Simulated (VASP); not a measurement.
Input of a VASP 6.6.1 run:

File INCAR:

```
PREC = Accurate ; ENCUT = 520
EDIFF = 1E-6 ; ISMEAR = 0
SIGMA = 0.15 ; LREAL = Auto
LASPH = T ; NELM = 100
ALGO = Normal ; ISIF = 2
LWAVE = F ; LCHARG = T
GGA = PE ; IVDW = 12
LELF = T ; LVHAR = T
NBANDS = 36
```

File KPOINTS:

```
Automatic mesh
0
Gamma
  5 4 1
```

Contents of POSCAR:

```
Be18F
1.0
    4.5800000000      0.0000000000      0.0000000000
    3.4350000000      5.9495950000      0.0000000000
    0.0000000000      0.0000000000     15.5884300000
Be F
18 1
Direct
    0.0000000000      0.0000000000      0.0641501000
    0.5000000000      0.0000000000      0.0641501000
    0.0000000000      0.3333333000      0.0641501000
    0.5000000000      0.3333333000      0.0641501000
    0.0000000000      0.6666667000      0.0641501000
    0.5000000000      0.6666667000      0.0641501000
   -0.1619040342      0.2232792915      0.1814691734
    0.3305753888      0.2153740054      0.1813316338
   -0.1610401998      0.5509842905      0.1782134286
    0.3257824778      0.5646929593      0.1764888019
   -0.1718618217      0.8922914141      0.1778770915
    0.3376883231      0.8888703891      0.1832482780
   -0.0041460555     -0.0023572991      0.3010345330
    0.5062200892      0.0034477345      0.3008451022
   -0.0006247925      0.3388318969      0.2999534550
    0.4862787808      0.3444937223      0.2864941599
   -0.0003969545      0.6663951046      0.2954466666
    0.5110926568      0.6499195249      0.2906607939
    0.1660199950      0.1058612140      0.3702241025
```

Potentials or basis: VASP PAW PBE potentials, release 64 (Be, F).

Run with:

```sh
$ cat potpaw_PBE.64/Be/POTCAR potpaw_PBE.64/F/POTCAR > POTCAR
$ mpirun -np 1 vasp_std > vasp.out
```

Problem. What does it give for the dispersion energy per atom?

Solution. -0.215 eV.

Problem. Estimate the largest force.

Solution. 0.281 eV/Å.

Forces in eV/Å, atoms in the order of the input:
```
Be   0.074 -0.053  0.002
Be  -0.087 -0.025 -0.004
Be   0.057 -0.052  0.091
Be  -0.054 -0.113  0.116
Be  -0.091  0.072 -0.255
Be   0.116  0.167  0.011
Be   0.006 -0.010  0.000
Be  -0.002  0.011 -0.008
Be  -0.007 -0.001  0.005
Be   0.004 -0.009  0.003
Be   0.007  0.012  0.008
Be  -0.012 -0.001 -0.011
Be  -0.051 -0.003 -0.018
Be   0.030 -0.036 -0.027
Be   0.000  0.027 -0.002
Be  -0.004  0.012  0.011
Be   0.003  0.002  0.004
Be   0.010  0.000  0.013
F    0.002 -0.001  0.062
```

Caveat: an odd number of electrons without spin polarisation forces a metal; a magnetic or distorted state may lie lower.
